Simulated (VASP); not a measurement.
Set up this calculation in VASP 6.6.1, as the native input.

```
Task                   : single point
Functional             : PBEsol
Potentials or basis    : VASP PAW PBE potentials, release 64 (Sc_sv)
Cutoff                 : 500 eV
k mesh                 : 21 × 21 × 10
Occupations            : gaussian, width 0.1 eV
Spin                   : no spin polarisation
Dipole correction      : no
Further INCAR settings : ALGO = Normal; EDIFF = 1e-06; NBANDS = 18
```

The structure of Sc lies in POSCAR:

```
Sc
1.0
    3.2775135374      0.0000000000      0.0000000000
   -1.6387567687      2.8384099847      0.0000000000
    0.0000000000      0.0000000000      5.0818206396
Sc
2
Direct
    0.3333333333      0.6666666667      0.2500000000
    0.6666666667      0.3333333333      0.7500000000
```

These files were run (other wordings do the same):

INCAR

```
PREC = Accurate
ENCUT = 500
EDIFF = 1E-6
ISMEAR = 0
SIGMA = 0.1
LREAL = F
LASPH = T
NELM = 120
ALGO = Normal
ISIF = 2
LWAVE = F
LCHARG = T
GGA = PS
LELF = T
LVHAR = T
NBANDS = 18
GGA_COMPAT = F
```

KPOINTS

```
Automatic mesh
0
Gamma
  21 21 10
```

Potentials or basis: VASP PAW PBE potentials, release 64 (Sc_sv).

The run is started by

```sh
$ cat potpaw_PBE.64/Sc_sv/POTCAR > POTCAR
$ mpirun -np 1 vasp_std > vasp.out
```

It gave:

| Property | Result |
| --- | --- |
| Pressure | 0.0 GPa |
| Band gap on the k mesh | zero (bands 11 and 12 overlap by 1.58 eV) |

Caveat: the PAW data sets were made with another functional, which shifts forces and pressure a little.

It took 100 s on 1 thread of Oxide Virtual Turin-like Processor, with other jobs on the host, peak memory 0.27 GiB.
